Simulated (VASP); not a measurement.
Write the native input for VASP 6.6.1 that does the following.

| Item | Value |
| --- | --- |
| Task | single point |
| Functional | LDA |
| Potentials or basis | VASP PAW LDA potentials, release 64 (Te, Pt) |
| Cutoff | 520 eV |
| k mesh | 12 × 12 × 8 |
| Occupations | gaussian, width 0.15 eV |
| Spin | collinear spin |
| Starting moments | [0.0, 0.0, 0.375, 0.375] μB |
| Fixed moment | 0.75 μB |
| Dipole correction | no |
| Further INCAR settings | ALGO = Normal; EDIFF = 1e-07; NBANDS = 28 |

The structure of TePt lies in POSCAR:

```
TePt
1.0
    4.0832422724      0.0000000000      0.0000000000
   -2.0416211362      3.5361915377      0.0000000000
    0.0000000000      0.0000000000      5.3532323131
Te Pt
2 2
Direct
    0.3333333333      0.6666666667      0.2500000000
    0.6666666667      0.3333333333      0.7500000000
    0.0000000000      0.0000000000      0.0000000000
    0.0000000000      0.0000000000      0.5000000000
```

One way to write it, as run:

INCAR

```
ALGO     = Normal         # electronic algorithm
EDIFF    = 1E-7           # SCF threshold, eV
ENCUT    = 520            # plane-wave cutoff, eV
ISIF     = 2              # what is computed and relaxed
ISMEAR   = 0              # smearing method
ISPIN    = 2              # spin polarisation
LASPH    = True           # aspherical terms in the spheres
LCHARG   = False          # write CHGCAR
LMAXMIX  = 4              # l up to which the mixer works
LORBIT   = 11             # projections on sites
LREAL    = False          # projectors in reciprocal space
LWAVE    = False          # write WAVECAR
MAGMOM   = 0 0 0.375 0.375 # initial moments
NBANDS   = 28             # bands
NELM     = 150            # most SCF steps
NUPDOWN  = 0.75           # fixed moment
PREC     = Accurate       # precision mode
SIGMA    = 0.15           # smearing width, eV
```

KPOINTS

```
k-points
0
Gamma
  12 12 8
```

Potentials or basis: VASP PAW LDA potentials, release 64 (Te, Pt).

Run with:

```bash
$ cat potpaw_LDA.64/Te/POTCAR potpaw_LDA.64/Pt/POTCAR > POTCAR
$ mpirun -np 1 vasp_std > vasp.out
```

It gave:

The pressure is 15.7 GPa and the net moment is 0.75 μB per cell. The site moments are Te +0.11; Pt +0.19 μB. The valence electrons inside the program's atomic spheres are Te 3.40; Pt 9.60.

Caveat: the cell stands under pressure; the total moment is fixed, so each spin has its own Fermi level.

Wall time 6.8 min on 1 thread of Intel Xeon 8259CL, on a shared host, peak memory 0.39 GiB.
